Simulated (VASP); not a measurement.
Ir:

```xyz
2
Lattice="2.7100 0.0000 0.0000 -1.3550 2.3469 0.0000 0.0000 0.0000 4.4254" Properties=species:S:1:pos:R:3 pbc="T T T"
Ir    0.0000    1.5646    1.1064
Ir    1.3550    0.7823    3.3191
```

- Program: VASP 6.6.1
- Task: relaxation of cell and atoms
- Functional: PBE
- Potentials or basis: VASP PAW PBE potentials, release 64 (Ir)
- Cutoff: 600 eV
- k mesh: 9 × 9 × 5
- Occupations: fermi-dirac, width 0.1 eV
- Spin: no spin polarisation

At the start: pressure 13.9 GPa; volume 14.07 Å³/atom.

Q: How do energy, volume and symmetry change on relaxing?

A: Over 7 steps the energy falls by 22.4 meV/atom and the volume is 14.59 Å³/atom (+3.7 %); space group P6_3/mmc (No. 194, to 0.05 Å).

Step by step:
```tsv
step	energy change (eV)	largest force (eV/Å)	pressure (GPa)	volume (Å³)
1	0.0000	0.0000	13.85	28.15
2	0.4456	0.0000	-32.39	33.40
3	-0.0442	0.0000	-0.88	29.27
4	-0.0443	0.0000	-0.12	29.21
5	-0.0443	0.0000	0.11	29.18
6	-0.0447	0.0000	0.29	29.17
7	-0.0448	0.0000	0.23	29.18
```

Final structure:
```yaml
crystal:
  lattice:
    - [2.74908, 0.00000, 0.00000]
    - [-1.37454, 2.38078, 0.00000]
    - [0.00000, 0.00000, 4.45805]
  atoms:
    - { symbol: Ir, position: [0.33333, 0.66667, 0.25000] }
    - { symbol: Ir, position: [0.66667, 0.33333, 0.75000] }
```
